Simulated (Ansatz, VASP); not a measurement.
# Os: VASP beside Ansatz

Contents of INCAR:

```
ALGO = Fast
EDIFF = 1E-6
ENCUT = 520
GGA = PS
ISIF = 2
ISMEAR = 0
LASPH = True
LCHARG = False
LREAL = False
LWAVE = False
NBANDS = 10
NELM = 80
PREC = Accurate
SIGMA = 0.15
```

Contents of KPOINTS:

```
k-points
0
Gamma
  24 24 24
```

File POSCAR:

```
Os
1.0
   -0.4215090416      1.7587101392      1.7587101392
    1.7587101392     -0.4215090416      1.7587101392
    1.7587101392      1.7587101392     -0.4215090416
Os
1
Direct
    0.0000000000      0.0000000000      0.0000000000
```

Input for Ansatz:

```yaml
crystal:
  lattice:
    - [-0.4215090416, 1.7587101392, 1.7587101392]
    - [1.7587101392, -0.4215090416, 1.7587101392]
    - [1.7587101392, 1.7587101392, -0.4215090416]
  atoms:
    - { symbol: Os, position: [0.0, 0.0, 0.0] }
basis:
  ecutwfc: 420
kpoints:
  mp_grid: { grid: [24, 24, 24] }
hamiltonian:
  xc: pbesol
scf:
  occupations: { method: gaussian, width: 0.15 }
output:
  forces: true
  stress: true
  eigenvalues: true
```

Alike in both runs: task single point; functional PBEsol; k mesh 24 × 24 × 24; occupations gaussian, width 0.15 eV; no spin polarisation.

```csv
,VASP,Ansatz
version,VASP 6.6.1,Ansatz 0.2.0
potentials or method,"VASP PAW PBE potentials, release 64 (Os), cutoff 520 eV","scalar-relativistic, plane waves, PAW"
valence electrons in the cell,8,16
```

```tsv
	VASP	Ansatz	Ansatz less VASP
gap on the k mesh at the Fermi level (eV)	none	none	-
pressure (GPa)	18.3	17.6	-0.71
traceless stress, the component that is largest in VASP (GPa)	16.43	16.64	+0.211
```

VASP's potentials were made for PBE, not for PBEsol. A gap of «none» marks a metal or a gap that the smearing closes. VASP's potentials hold 8 valence electrons a cell and Ansatz's 16, so a difference there can come from the potentials and not from the codes.

Spin-orbit coupling is off throughout.
